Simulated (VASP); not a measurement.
# SiSn5 (P6/mmm) in VASP: notebook, part 2 of 2

VASP 6.6.1.

### Step 3. Single point, PBE

This run uses another cell than the first one, of the same volume but with other edges.

File INCAR:

```
SYSTEM = SiSn5
ALGO = Fast
EDIFF = 1E-7
ENCUT = 520
GGA = PE
ISIF = 2
ISMEAR = 0
LASPH = .True.
LCHARG = .False.
LREAL = .False.
LWAVE = .False.
NBANDS = 46
NELM = 60
PREC = Accurate
SIGMA = 0.1
```

File KPOINTS:

```
k-points
0
Gamma
  6 6 8
  0 0 0
```

File POSCAR:

```
SiSn5
1.0
    5.9619590159      0.0000000000      0.0000000000
   -2.9809795080      5.1632079641      0.0000000000
    0.0000000000      0.0000000000      5.7525366276
Si Sn
1 5
Direct
    0.0000000000      0.0000000000      0.0000000000
    0.3333333333      0.6666666667      0.0000000000
    0.6666666667      0.3333333333      0.0000000000
    0.5000000000      0.0000000000      0.5000000000
    0.5000000000      0.5000000000      0.5000000000
    0.0000000000      0.5000000000      0.5000000000
```

Potentials or basis: VASP PAW PBE potentials, release 64 (Si, Sn_d).

Run with:

```
$ cat potpaw_PBE.64/Si/POTCAR potpaw_PBE.64/Sn_d/POTCAR > POTCAR
$ mpirun -np 1 vasp_std > vasp.out
```

OUTCAR:

```text
SYSTEM = SiSn5
   EDIFF = 1E-7
   ENCUT = 520
   GGA = PE
   ISIF = 2
   ISMEAR = 0
   LASPH = .True.
   LREAL = .False.
   NELM = 60
   PREC = Accurate

 ion  position               nearest neighbor table
   1  0.000  0.000  0.000-   2 3.44   3 3.44   3 3.44   2 3.44   3 3.44   2 3.44
   2  0.333  0.667  0.000-   6 3.35   6 3.35   4 3.35   4 3.35   5 3.35   5 3.35   3 3.44   3 3.44
                             1 3.44   1 3.44   1 3.44   3 3.44
   3  0.667  0.333  0.000-   6 3.35   6 3.35   4 3.35   4 3.35   5 3.35   5 3.35   2 3.44   2 3.44
                             1 3.44   1 3.44   1 3.44   2 3.44
   4  0.500  0.000  0.500-   6 2.98   6 2.98   5 2.98   5 2.98   2 3.35   3 3.35   2 3.35   3 3.35

   5  0.500  0.500  0.500-   6 2.98   6 2.98   4 2.98   4 2.98   2 3.35   3 3.35   2 3.35   3 3.35

   6  0.000  0.500  0.500-   4 2.98   4 2.98   5 2.98   5 2.98   2 3.35   3 3.35   2 3.35   3 3.35

  LATTYP: Found a hexagonal cell.
 ALAT       =     5.9619590159
 C/A-ratio  =     0.9648735612

  Lattice vectors:

 A1 = (   5.9619590159,   0.0000000000,   0.0000000000)
 A2 = (  -2.9809795080,   5.1632079641,   0.0000000000)
[... 189 lines left out ...]
 cond. band min:       6.4389798571   @ k =   0.5000   0.0000   0.1250
 fundamental gap:      0.0455296154
 Fermi energy:         6.4307707609

 k-point     1 :       0.0000    0.0000    0.0000
  band No.  band energies     occupation
      1     -15.3685      2.00000
      2     -15.2878      2.00000
      3     -15.2878      2.00000
      4     -15.2059      2.00000
      5     -15.1560      2.00000
      6     -15.1428      2.00000
[... 1165 lines left out ...]
     45      10.1709      0.00000
     46      10.4240      0.00000

 [... further k-points ...]

------------------------ aborting loop because EDIFF is reached ----------------------------------------

  FORCE on cell =-STRESS in cart. coord.  units (eV):
  Direction    XX          YY          ZZ          XY          YZ          ZX
  --------------------------------------------------------------------------------------
  -------------------------------------------------------------------------------------
  Total       -0.0546776     -0.0546776     -0.0305498      0.0000000      0.0000000      0.0000000
  in kB       -0.4947119     -0.4947119     -0.2764083      0.0000000      0.0000000      0.0000000
  external PRESSURE =      -0.4219440 kB  Pullay stress =       0.0000000 kB

 VOLUME and BASIS-vectors are now :
 -----------------------------------------------------------------------------
  energy-cutoff  :      520.00
  volume of cell :      177.08
      direct lattice vectors                 reciprocal lattice vectors
     5.961959016  0.000000000  0.000000000     0.167730103  0.096839020  0.000000000
    -2.980979508  5.163207964  0.000000000     0.000000000  0.193678040  0.000000000
     0.000000000  0.000000000  5.752536628     0.000000000  0.000000000  0.173836355

 POSITION                                       TOTAL-FORCE (eV/Angst)
 -----------------------------------------------------------------------------------
      0.00000      0.00000      0.00000        -0.000000      0.000000      0.000000
     -0.00000      3.44214      0.00000         0.000000     -0.000000     -0.000000
      2.98098      1.72107      0.00000        -0.000000      0.000000      0.000000
      2.98098      0.00000      2.87627        -0.000000      0.000000      0.000000
      1.49049      2.58160      2.87627        -0.000000      0.000000      0.000000
     -1.49049      2.58160      2.87627        -0.000000      0.000000      0.000000
 -----------------------------------------------------------------------------------
    total drift:                               -0.000000      0.000000     -0.000000

  FREE ENERGIE OF THE ION-ELECTRON SYSTEM (eV)
  ---------------------------------------------------
  free  energy   TOTEN  =       -21.6895076782 eV

  energy  without entropy=      -21.6702988090  energy(sigma->0) =      -21.67990324
```

OSZICAR:

```text
N       E                     dE             d eps       ncg     rms          rms(c)
DAV:   1     0.783460348819E+03    0.78346E+03   -0.36352E+04  3352   0.233E+03
DAV:   2     0.969099994529E+02   -0.68655E+03   -0.67428E+03  3220   0.635E+02
DAV:   3    -0.151713582324E+02   -0.11208E+03   -0.10937E+03  3558   0.209E+02
DAV:   4    -0.216379440370E+02   -0.64666E+01   -0.63939E+01  3702   0.540E+01
DAV:   5    -0.218358019063E+02   -0.19786E+00   -0.19765E+00  4060   0.967E+00    0.355E+00
RMM:   6    -0.217139928601E+02    0.12181E+00   -0.17279E-01  3822   0.257E+00    0.195E+00
RMM:   7    -0.216910553994E+02    0.22937E-01   -0.63178E-02  3987   0.173E+00    0.849E-01
RMM:   8    -0.216887335539E+02    0.23218E-02   -0.28967E-02  4478   0.101E+00    0.124E-01
RMM:   9    -0.216892094867E+02   -0.47593E-03   -0.74793E-03  4517   0.641E-01    0.627E-02
RMM:  10    -0.216894800157E+02   -0.27053E-03   -0.25381E-03  5415   0.278E-01    0.418E-02
RMM:  11    -0.216895077809E+02   -0.27765E-04   -0.20540E-04  4680   0.923E-02    0.147E-02
RMM:  12    -0.216895069233E+02    0.85758E-06   -0.72641E-05  4657   0.514E-02    0.737E-03
RMM:  13    -0.216895087403E+02   -0.18170E-05   -0.23880E-05  5370   0.260E-02    0.283E-03
RMM:  14    -0.216895077268E+02    0.10135E-05   -0.27937E-06  4524   0.861E-03    0.699E-04
RMM:  15    -0.216895078310E+02   -0.10415E-06   -0.85250E-07  2953   0.442E-03    0.342E-04
RMM:  16    -0.216895076221E+02    0.20890E-06   -0.31404E-07  2312   0.316E-03    0.176E-04
RMM:  17    -0.216895076782E+02   -0.56138E-07   -0.13350E-07  2134   0.221E-03
   1 F= -.21689508E+02 E0= -.21679903E+02  d E =-.192089E-01
```

Run time: 3.8 min. Hardware: 1 thread of Intel Xeon Platinum 8488C (Sapphire Rapids), shared host; peak memory 0.44 GiB.

What came out:

```yaml
Free_energy: -21.6895 eV
Pressure: 0.0 GPa
Band_gap_on_the_k_mesh: zero (bands 37 and 38 overlap by 2.71 eV)
```

Caveat: spin-orbit coupling is left out, which moves the levels of the heavy elements.

### Step 4. Relaxation of cell and atoms, PBE

This run uses another cell than the first one, of 27.38 Å³/atom.

File INCAR:

```
ALGO     = Normal         # electronic algorithm
EDIFF    = 1E-6           # SCF threshold, eV
EDIFFG   = -0.04          # ionic threshold
ENCUT    = 600            # plane-wave cutoff, eV
GGA      = PE             # functional
IBRION   = 2              # ionic algorithm
ISIF     = 3              # what is computed and relaxed
ISMEAR   = 0              # smearing method
LASPH    = True           # aspherical terms in the spheres
LCHARG   = False          # write CHGCAR
LREAL    = False          # projectors in reciprocal space
LWAVE    = False          # write WAVECAR
NELM     = 100            # most SCF steps
NSW      = 90             # ionic steps
PREC     = Accurate       # precision mode
SIGMA    = 0.1            # smearing width, eV
```

File KPOINTS:

```
k-points
0
Gamma
  3 3 4
```

File POSCAR:

```
SiSn5
1.0
    6.2448988000      0.0000000000      0.0000000000
   -3.1224494000      5.4082410100      0.0000000000
    0.0000000000      0.0000000000      4.8646067700
Si Sn
1 5
Direct
    0.0000000000      0.0000000000      0.0000000000
    0.3333333300      0.6666666700      0.0000000000
    0.6666666700      0.3333333300      0.0000000000
    0.5000000000      0.0000000000      0.5000000000
    0.5000000000      0.5000000000      0.5000000000
    0.0000000000      0.5000000000      0.5000000000
```

Run with:

```
$ cat potpaw_PBE.64/Si/POTCAR potpaw_PBE.64/Sn_d/POTCAR > POTCAR
$ mpirun -np 1 vasp_std > vasp.out
```

Run time: 3.4 min. Hardware: 1 thread of Intel Xeon Platinum 8488C (Sapphire Rapids), shared host; peak memory 0.34 GiB.

It converged, with:

* Free energy: -21.7456 eV
* Relaxed volume: 29.44 Å³/atom
* Relaxed cell: a = 6.118 Å, b = 6.118 Å, c = 5.450 Å, α = 90.00°, β = 90.00°, γ = 120.00°
* Space group after relaxing (to 0.1 Å): P6/mmm (No. 191)
* Energy gained by relaxing: 124.0 meV/atom
* Ionic steps: 6
* Pressure after relaxing: 0.1 GPa
* Band gap on the k mesh: zero (bands 37 and 38 overlap by 1.72 eV)

The path:
| step | energy change (eV) | largest force (eV/Å) | pressure (GPa) | volume (Å³) |
| --- | --- | --- | --- | --- |
| 1 | 0.0000 | 0.0000 | 5.45 | 164.30 |
| 2 | -0.5887 | 0.0000 | -1.93 | 187.08 |
| 3 | -0.5901 | 0.0000 | -1.68 | 185.98 |
| 4 | -0.7301 | 0.0000 | -0.96 | 181.18 |
| 5 | -0.7368 | 0.0000 | -0.69 | 179.97 |
| 6 | -0.7439 | 0.0000 | 0.11 | 176.64 |

Final structure:
```xyz
6
Lattice="6.1176 0.0000 0.0000 -3.0588 5.2980 0.0000 0.0000 0.0000 5.4501" Properties=species:S:1:pos:R:3 pbc="T T T"
Si    0.0000    0.0000    0.0000
Sn    0.0000    3.5320    5.4501
Sn    3.0588    1.7660    0.0000
Sn    3.0588    0.0000    2.7251
Sn    1.5294    2.6490    2.7251
Sn   -1.5294    2.6490    2.7251
```

Levels at points of the mesh, in eV from the Fermi level:
```
           k point  band 35  band 36  band 37  band 38  band 39  band 40
(0.00, 0.00, 0.00)    -2.13    -0.01    -0.01     0.15     0.39     0.39
(0.00, 0.00, 0.50)    -1.81    -1.81    -1.62    -1.62    -0.32     1.49
```

Caveat: the k points lie up to 0.40 Å⁻¹ apart in the final cell, too coarse for converged energies and pressures of a metal; spin-orbit coupling is left out, which moves the levels of the heavy elements.

### Step 5. Overview

```csv
task,cell,k mesh,cutoff (eV),gap on the mesh (eV),pressure (GPa)
single point,"a = 6.117, b = 6.117, c = 5.460 Å, angles 90.0, 90.0, 120.0°, 6 atoms",3 × 3 × 4,520,none,0.0
single point,"a = 5.962, b = 5.962, c = 5.753 Å, angles 90.0, 90.0, 120.0°, 6 atoms",6 × 6 × 8,520,none,0.0
relaxation of cell and atoms,"relaxed from a = 6.245, b = 6.245, c = 4.865 Å, angles 90.0, 90.0, 120.0°, 6 atoms",3 × 3 × 4,600,none,0.1
```

Alike in all rows: level PBE; potentials or basis VASP PAW PBE potentials, release 64 (Si, Sn_d); no spin polarisation; smearing gaussian 0.1 eV.

Caveats: some runs use coarse meshes; spin-orbit coupling is left out, which moves the levels of the heavy elements.

Total energies depend on the potentials used, so only differences within one code and one set of settings carry meaning.
